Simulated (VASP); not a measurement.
Set up this calculation in VASP 6.6.1, as the native input.

```yaml
Task: single point
Functional: PBE
Potentials_or_basis: VASP PAW PBE potentials, release 64 (Zn, S)
Cutoff: 520 eV
k_mesh: 8 × 8 × 5
Occupations: fermi-dirac, width 0.03 eV
Spin: no spin polarisation
Dipole_correction: no
Further_INCAR_settings: ALGO = Normal; EDIFF = 1e-06; NBANDS = 26
```

The structure of ZnS lies in POSCAR:

```
ZnS
1.0
    3.8857432240      0.0000000000      0.0000000000
   -1.9428716120      3.3651523445      0.0000000000
    0.0000000000      0.0000000000      6.3562663350
Zn S
2 2
Direct
    0.3333333333      0.6666666667      0.0000000000
    0.6666666667      0.3333333333      0.5000000000
    0.3333333333      0.6666666667      0.3850000000
    0.6666666667      0.3333333333      0.8850000000
```

The input as run:

INCAR

```
SYSTEM = ZnS
  PREC = Accurate
  ENCUT = 520
  EDIFF = 1E-6
  ISMEAR = -1
  SIGMA = 0.03
  LREAL = .False.
  LASPH = .True.
  NELM = 60
  ALGO = Normal
  ISIF = 2
  LWAVE = .False.
  LCHARG = .False.
  GGA = PE
  NBANDS = 26
```

KPOINTS

```
regular mesh
0
Gamma
  8 8 5
  0 0 0
```

Potentials or basis: VASP PAW PBE potentials, release 64 (Zn, S).

Run with:

```console
$ cat potpaw_PBE.64/Zn/POTCAR potpaw_PBE.64/S/POTCAR > POTCAR
$ mpirun -np 1 vasp_std > vasp.out
```

It gave:

- Pressure: -1.6 GPa
- Largest force: 0.257 eV/Å
- Band gap on the k mesh: 1.98 eV

It took 66 s on 1 thread of AMD EPYC 7R43 64-Core Processor (Zen 3), with other jobs on the host, peak memory 0.19 GiB.
